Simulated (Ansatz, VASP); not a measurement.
## BeTe in VASP and in Ansatz

Contents of INCAR:

```
SYSTEM = BeTe
ALGO = Normal ; EDIFF = 1E-7
EDIFFG = -0.05 ; ENCUT = 600
GGA = PE ; GGA_COMPAT = .FALSE.
IBRION = 2 ; ISIF = 3
ISMEAR = 0 ; LASPH = .TRUE.
LCHARG = .FALSE. ; LREAL = .FALSE.
LWAVE = .FALSE. ; NELM = 120
NELMIN = 4 ; NSW = 80
PREC = Accurate ; SIGMA = 0.1
```

File KPOINTS:

```
k-points
0
G
  8 8 8
  0 0 0
```

File POSCAR:

```
BeTe
1.0
    0.0000000000      2.3037416220      2.3037416220
    2.3037416220      0.0000000000      2.3037416220
    2.3037416220      2.3037416220      0.0000000000
Be Te
1 1
Direct
    0.0000000000      0.0000000000      0.0000000000
    0.5000000000      0.5000000000      0.5000000000
```

Input for Ansatz:

```yaml
crystal:
  lattice:
    - [0.0, 2.303741622, 2.303741622]
    - [2.303741622, 0.0, 2.303741622]
    - [2.303741622, 2.303741622, 0.0]
  atoms:
    - { symbol: Be, position: [0.0, 0.0, 0.0] }
    - { symbol: Te, position: [0.5, 0.5, 0.5] }
basis:
  ecutwfc: 420
kpoints:
  mp_grid: { grid: [8, 8, 8] }
hamiltonian:
  xc: pbe
scf:
  occupations: { method: gaussian, width: 0.1 }
output:
  forces: true
  stress: true
  eigenvalues: true
relax:
  adjacent_minimum: "off"
  f_tol: 0.05
  max_steps: 60
  cell: { stress_tol: 0.5 }
```

Alike in both runs: task relaxation of cell and atoms; functional PBE; k mesh 8 × 8 × 8; occupations gaussian, width 0.1 eV; no spin polarisation.

|  | VASP | Ansatz |
| --- | --- | --- |
| version | VASP 6.6.1 | Ansatz 0.2.0 |
| potentials or method | VASP PAW PBE potentials, release 64 (Be, Te), cutoff 600 eV | scalar-relativistic, plane waves, PAW |
| valence electrons in the cell | 8 | 18 |

```tsv
	VASP	Ansatz	Ansatz less VASP
gap on the k mesh at the Fermi level, each at its own relaxed structure (eV)	none	none	-
relaxed volume (Å³/atom)	19.30	19.17	-0.129
relaxed cell length with the largest relative difference (Å)	3.793	3.785	-0.0085
```

A gap of «none» marks a metal or a gap that the smearing closes. VASP's potentials hold 8 valence electrons a cell and Ansatz's 18, so a difference there can come from the potentials and not from the codes.

Spin-orbit coupling is off throughout. Noted on VASP's run: the volume moved by over 15 % at a fixed basis, so the end points are rough.
